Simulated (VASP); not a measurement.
**CaBeSe: single point with PBE**

CaBeSe:

```
CELL_PARAMETERS angstrom
3.82526 0.00000 0.00000
-1.91263 3.31277 0.00000
0.00000 0.00000 9.20817
ATOMIC_POSITIONS crystal
Ca 0.00000 0.00000 0.00000
Ca 0.00000 0.00000 0.50000
Be 0.33333 0.66667 0.25000
Be 0.66667 0.33333 0.75000
Se 0.33333 0.66667 0.75000
Se 0.66667 0.33333 0.25000
```

```
Program                : VASP 6.6.1
Task                   : single point
Functional             : PBE
Potentials or basis    : VASP PAW PBE potentials, release 64 (Ca_sv, Be, Se)
Cutoff                 : 520 eV
k mesh                 : 12 × 12 × 6
Occupations            : gaussian, width 0.1 eV
Spin                   : no spin polarisation
Dipole correction      : no
Further INCAR settings : ALGO = Normal; EDIFF = 1e-06; NBANDS = 27
```

```json
{"Pressure": "0.1 GPa", "Band gap on the k mesh": "zero (bands 18 and 19 overlap by 0.87 eV)"}
```

Levels at points of the mesh, in eV from the Fermi level:
| k point | band 15 | band 16 | band 17 | band 18 | band 19 | band 20 | band 21 | band 22 |
| --- | --- | --- | --- | --- | --- | --- | --- | --- |
| (0.00, 0.00, 0.00) | -4.21 | -4.21 | -1.84 | 0.23 | 0.26 | 0.89 | 0.89 | 1.40 |
| (0.50, 0.00, 0.00) | -4.84 | -4.72 | -1.69 | -0.92 | 0.07 | 0.14 | 1.48 | 2.56 |
| (0.00, 0.00, 0.50) | -4.29 | -4.29 | -0.45 | -0.45 | 0.50 | 0.50 | 1.29 | 1.29 |
| (0.50, 0.00, 0.50) | -4.76 | -4.76 | -1.26 | -1.26 | -0.31 | -0.31 | 2.56 | 2.56 |

It took 110 s on 1 thread of Intel(R) Xeon(R) 6975P-C (Granite Rapids) (shared host), peak memory 0.37 GiB.
